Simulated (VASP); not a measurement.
Write the native input for VASP 6.6.1 that does the following.

```
Task                   : single point
Functional             : LDA
Potentials or basis    : VASP PAW LDA potentials, release 64 (Pb_d)
Cutoff                 : 520 eV
k mesh                 : 10 × 10 × 10
Occupations            : fermi-dirac, width 0.08 eV
Spin                   : no spin polarisation
Dipole correction      : no
Further INCAR settings : ALGO = Normal; EDIFF = 1e-06; NBANDS = 21
```

The structure of Pb lies in POSCAR:

```
Pb
1.0
    0.0000000000      3.1675313602      3.1675313602
    3.1675313602      0.0000000000      3.1675313602
    3.1675313602      3.1675313602      0.0000000000
Pb
2
Direct
   -0.1250000000     -0.1250000000     -0.1250000000
    0.1250000000      0.1250000000      0.1250000000
```

This cell differs from its parent crystal: volume scaled by 0.8.

The input as run:

INCAR

```
PREC = Accurate ; ENCUT = 520
EDIFF = 1E-6 ; ISMEAR = -1
SIGMA = 0.08 ; LREAL = F
LASPH = T ; NELM = 100
ALGO = Normal ; ISIF = 2
LWAVE = F ; LCHARG = T
GGA = CA ; LELF = T
LVHAR = T ; NBANDS = 21
```

KPOINTS

```
Automatic mesh
0
Gamma
  10 10 10
```

Potentials or basis: VASP PAW LDA potentials, release 64 (Pb_d).

The run is started by

```sh
$ cat potpaw_LDA.64/Pb_d/POTCAR > POTCAR
$ mpirun -np 1 vasp_std > vasp.out
```

It gave:

```json
{
 "Pressure": "13.0 GPa",
 "Band gap on the k mesh": "zero (band 14 reaches 7.22 eV, above the bottom of band 15 at 5.87 eV)"
}
```

Caveat: spin-orbit coupling is left out, which moves the levels of the heavy elements.

It took 19 s on 1 thread of Intel(R) Xeon(R) 6975P-C (Granite Rapids), with other jobs on the host, peak memory 0.19 GiB.
